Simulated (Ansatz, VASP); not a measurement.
Sb: VASP beside Ansatz

INCAR

```
PREC     = Accurate       # precision mode
ENCUT    = 500            # plane-wave cutoff, eV
EDIFF    = 1E-6           # SCF threshold, eV
ISMEAR   = -1             # smearing method
SIGMA    = 0.1            # smearing width, eV
LREAL    = False          # projectors in reciprocal space
LASPH    = True           # aspherical terms in the spheres
NELM     = 120            # most SCF steps
ALGO     = Normal         # electronic algorithm
ISIF     = 2              # what is computed and relaxed
LWAVE    = False          # write WAVECAR
LCHARG   = True           # write CHGCAR
GGA      = RE             # functional
LELF     = True           # ELF
LVHAR    = True         
NBANDS   = 8              # bands
GGA_COMPAT= False
```

KPOINTS

```
regular mesh
0
Gamma
  11 11 11
```

The input POSCAR:

```
Sb
1.0
    3.2039477072      0.0000000000      0.0000000000
    0.0000000000      3.2039477072      0.0000000000
    0.0000000000      0.0000000000      3.2039477072
Sb
1
Direct
    0.0000000000      0.0000000000      0.0000000000
```

Input for Ansatz:

```yaml
crystal:
  lattice:
    - [3.2039477072, 0.0, 0.0]
    - [0.0, 3.2039477072, 0.0]
    - [0.0, 0.0, 3.2039477072]
  atoms:
    - { symbol: Sb, position: [0.0, 0.0, 0.0] }
hamiltonian:
  xc: revpbe
  pseudopotentials:
    kind: paw
    azcp:
      Sb: "pseudopotentials/Sb.paw.azcp"
basis:
  ecutwfc: 420
  fft_grid_basis: typed
kpoints:
  mp_grid: { grid: [11, 11, 11], shift: [0, 0, 0] }
magnetization:
  spin_polarized: false
scf:
  occupations: { method: fermi_dirac, width: 0.1 }
  lower_state_search: "off"
output:
  stress: true
```

Alike in both runs: task single point; functional revPBE; k mesh 11 × 11 × 11; occupations fermi-dirac, width 0.1 eV; no spin polarisation.

```csv
,VASP,Ansatz
version,VASP 6.6.1,Ansatz 0.2.0
potentials or method,"VASP PAW PBE potentials, release 64 (Sb), cutoff 500 eV","plane waves (420 eV) with PAW, scalar-relativistic"
valence electrons in the cell,5,15
```

VASP gave:

* pressure (GPa): -3.0

Which values does Ansatz return?

Pressure (GPa): -2.9.

VASP's potentials were made for PBE, not for revPBE. VASP's potentials hold 5 valence electrons a cell and Ansatz's 15, so a difference there can come from the potentials and not from the codes.

Neither program's run includes spin-orbit coupling.
